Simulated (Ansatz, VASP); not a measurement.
# S: VASP beside Ansatz

```
S
1.0
    -2.79838    2.79838    1.16051
     2.79838   -2.79838    1.16051
     2.79838    2.79838   -1.16051
S
2
Direct
  0.62500 0.87500 0.75000
  0.37500 0.12500 0.25000
```

Change from the starting cell: volume scaled by 1, PAW files.

Alike in both runs: task single point; functional PBE; k mesh 17 × 17 × 17; occupations fermi-dirac, width 0.1 eV; no spin polarisation.

|  | VASP | Ansatz |
| --- | --- | --- |
| version | VASP 6.6.1 | Ansatz 0.2.0 |
| potentials or method | VASP PAW PBE potentials, release 64 (S) | PAW with Ansatz's default frozen-core files, scalar-relativistic |
| plane-wave cutoff (eV) | 520 | 420 |
| valence electrons in the cell | 12 | 12 |

|  | VASP | Ansatz | Ansatz less VASP |
| --- | --- | --- | --- |
| pressure (GPa) | -0.2 | 0.0 | +0.18 |
| traceless stress, the component that is largest in VASP (GPa) | -0.24 | 0.00 | +0.240 |
